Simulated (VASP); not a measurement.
Input of a VASP 6.6.1 run:

File INCAR:

```
SYSTEM = HfO2
  PREC = Accurate
  ENCUT = 520
  EDIFF = 1E-7
  ISMEAR = 0
  SIGMA = 0.01
  LREAL = .False.
  LASPH = .True.
  NELM = 60
  ALGO = Normal
  ISIF = 2
  LWAVE = .False.
  LCHARG = .False.
  GGA = PE
  NBANDS = 18
```

File KPOINTS:

```
regular mesh
0
Gamma
  8 8 8
  0 0 0
```

Contents of POSCAR:

```
HfO2
1.0
    0.0000000000      2.4775816035      2.4775816035
    2.4775816035      0.0000000000      2.4775816035
    2.4775816035      2.4775816035      0.0000000000
Hf O
1 2
Direct
    0.0000000000      0.0000000000      0.0000000000
    0.2500000000      0.2500000000      0.2500000000
    0.7500000000      0.7500000000      0.7500000000
```

Potentials or basis: VASP PAW PBE potentials, release 64 (Hf_pv, O).

Run with:

```console
$ cat potpaw_PBE.64/Hf_pv/POTCAR potpaw_PBE.64/O/POTCAR > POTCAR
$ mpirun -np 1 vasp_std > vasp.out
```

(1) Estimate the band gap on the k mesh.

(2) Estimate the pressure.

## Answers

(1) 3.99 eV.

(2) 20.6 GPa.

Caveat: the cell stands under pressure; spin-orbit coupling is left out, which moves the levels of the heavy elements.
